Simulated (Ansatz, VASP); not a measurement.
**MnRh in VASP and in Ansatz**

File INCAR:

```
  ALGO = Normal
  EDIFF = 1E-7
  ENCUT = 520
  GGA = PS
  ISIF = 2
  ISMEAR = -1
  ISPIN = 2
  LASPH = T
  LCHARG = F
  LMAXMIX = 4
  LORBIT = 11
  LREAL = F
  LWAVE = F
  MAGMOM = 4 0
  NBANDS = 25
  NELM = 150
  PREC = Accurate
  SIGMA = 0.1
```

File KPOINTS:

```
k-points
0
Gamma
  9 9 9
```

Contents of POSCAR:

```
MnRh
1.0
    2.9818601149      0.0000000000      0.0000000000
    0.0000000000      2.9818601149      0.0000000000
    0.0000000000      0.0000000000      2.9818601149
Mn Rh
1 1
Direct
    0.0000000000      0.0000000000      0.0000000000
    0.5000000000      0.5000000000      0.5000000000
```

Input for Ansatz:

```yaml
crystal:
  lattice:
    - [2.981860114930169, 0.0, 0.0]
    - [0.0, 2.981860114930169, 0.0]
    - [0.0, 0.0, 2.981860114930169]
  atoms:
    - { symbol: Mn, position: [0.0, 0.0, 0.0], spin: 4.0 }
    - { symbol: Rh, position: [0.5, 0.5, 0.5] }
kpoints:
  mp_grid:
    grid: [9, 9, 9]
hamiltonian:
  xc: pbesol
  pseudopotentials:
    kind: all_electron
    lapw: {}
magnetization:
  spin_polarized: true
scf:
  occupations:
    method: fermi_dirac
    width: 0.1
```

Alike in both runs: task single point; functional PBEsol; k mesh 9 × 9 × 9; occupations fermi-dirac, width 0.1 eV; collinear spin.

```csv
,VASP,Ansatz
version,VASP 6.6.1,Ansatz 0.2.0
potentials or method,"VASP PAW PBE potentials, release 64 (Mn_pv, Rh_pv), cutoff 520 eV",all-electron (LAPW or listed datasets)
```

Ansatz gave:

```
net moment per atom (μB)                                      : 2.01
size of the moment on the site where the two differ most (μB) : 3.41
```

Q: Estimate VASP's values.

A: net moment per atom (μB): 2.01; size of the moment on the site where the two differ most (μB): 3.38.

VASP's potentials were made for PBE, not for PBEsol. Site moments also hang on the region over which each program counts them. Ansatz ran all-electron here, and VASP with PAW potentials.
